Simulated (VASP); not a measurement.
MnPbO3:

```
Mn Pb O
1.0
     3.91463    0.00000    0.00000
     0.00000    3.91463    0.00000
     0.00000    0.00000    3.91463
Mn Pb O
1 1 3
Direct
  0.50000 0.50000 0.50000
  0.00000 0.00000 0.00000
  0.00000 0.50000 0.50000
  0.50000 0.00000 0.50000
  0.50000 0.50000 0.00000
```

Base run:

- Program: VASP 6.6.1
- Functional: LDA
- Potentials or basis: VASP PAW LDA potentials, release 64 (Mn_pv, Pb_d, O)
- Cutoff: 520 eV
- k mesh: 6 × 6 × 6
- Occupations: fermi-dirac, width 0.1 eV
- Spin: collinear spin, ferromagnetic start
- Starting moments: [5.2, 0.0, 0.0, 0.0, 0.0] μB

Its results: band gap on the k mesh zero (filled and empty bands overlap); pressure -16.6 GPa; net moment 2.98 μB per cell; site moments Mn +2.76; Pb -0.00; O +0.03 μB.

**Question.** The run is repeated on the same cell with these changes: hubbard terms from none to Mn d U = 1.5 eV. What comes out?

**Answer.** Band gap on the k mesh zero (filled and empty bands overlap); pressure -15.5 GPa; net moment 3.02 μB per cell; site moments Mn +3.00; Pb -0.02; O -0.02 μB.

Caveats: the cell stands under tension; spin-orbit coupling is left out, which moves the levels of the heavy elements; a cell with one magnetic atom can't hold antiferromagnetic order, which such compounds often take; semilocal functionals often make such compounds metallic where correlation or magnetic order opens a gap, which also shifts bond lengths (at least some runs).
